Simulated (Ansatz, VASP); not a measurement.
Hf8Si8O33 in VASP and in Ansatz

```
CELL_PARAMETERS angstrom
6.57250 0.00000 0.00000
0.00000 6.57250 0.00000
0.00000 0.00000 11.92640
ATOMIC_POSITIONS crystal
Hf 0.99571 0.50388 0.12562
Hf 0.49779 0.00387 0.37436
Hf 0.00497 0.50387 0.62443
Hf 0.49805 0.01213 0.87606
Hf 0.99745 0.00393 0.00031
Hf 0.00293 0.00172 0.50037
Hf 0.49526 0.50360 0.24937
Hf 0.49262 0.51576 0.75593
Si 0.49899 0.00377 0.12479
Si 0.00134 0.49960 0.37450
Si 0.49816 0.01406 0.62656
Si 0.99301 0.50216 0.87556
Si 0.99715 0.00147 0.25035
Si 0.49696 0.50838 0.00183
Si 0.00273 0.00571 0.75043
Si 0.49240 0.49979 0.49623
O 0.98854 0.81872 0.15859
O 0.46799 0.31822 0.40328
O 0.01278 0.81966 0.66100
O 0.49543 0.32384 0.91174
O 0.68288 0.00891 0.03359
O 0.18000 0.51675 0.28082
O 0.68612 0.01250 0.53684
O 0.18036 0.50610 0.78640
O 0.00131 0.18900 0.16142
O 0.00892 0.18930 0.65920
O 0.50002 0.68662 0.40786
O 0.49948 0.69400 0.91149
O 0.31178 0.00192 0.03607
O 0.31744 0.00207 0.53358
O 0.81042 0.49452 0.28776
O 0.81073 0.49402 0.78376
O 0.49757 0.18913 0.21427
O 0.99644 0.68286 0.46706
O 0.49610 0.20007 0.71682
O 0.99186 0.68950 0.96434
O 0.18432 0.98863 0.33897
O 0.68193 0.50453 0.09164
O 0.18280 0.00961 0.84386
O 0.70789 0.40571 0.55715
O 0.03000 0.31078 0.46046
O 0.50419 0.81878 0.21490
O 0.99609 0.31894 0.96702
O 0.48561 0.83327 0.72056
O 0.31004 0.50850 0.09002
O 0.81359 0.00609 0.34209
O 0.31804 0.50086 0.59319
O 0.81282 0.00527 0.83812
O 0.67018 0.61606 0.60726
```

Alike in both runs: task single point; functional PBE; k mesh 2 × 2 × 1; occupations gaussian, width 0.05 eV; collinear spin.

```csv
,VASP,Ansatz
version,VASP 6.6.1,Ansatz 0.2.0
potentials or method,"VASP PAW PBE potentials, release 64 (Hf_pv, Si, O), cutoff 520 eV","scalar-relativistic, plane waves, PAW"
valence electrons in the cell,310,438
```

Ansatz gave:

```
gap on the k mesh at the Fermi level (eV) : 3.78
rms of the force components (eV/Å)        : 0.009
```

Q: What did VASP give for the same quantities?

A: gap on the k mesh at the Fermi level (eV): 3.75; rms of the force components (eV/Å): 0.095.

Atom by atom the forces differ by 0.094 eV/Å (rms over components). VASP's potentials hold 310 valence electrons a cell and Ansatz's 438, so a difference there can come from the potentials and not from the codes.

The k mesh is coarse, so the values compare programs but aren't converged. Neither program's run includes spin-orbit coupling.
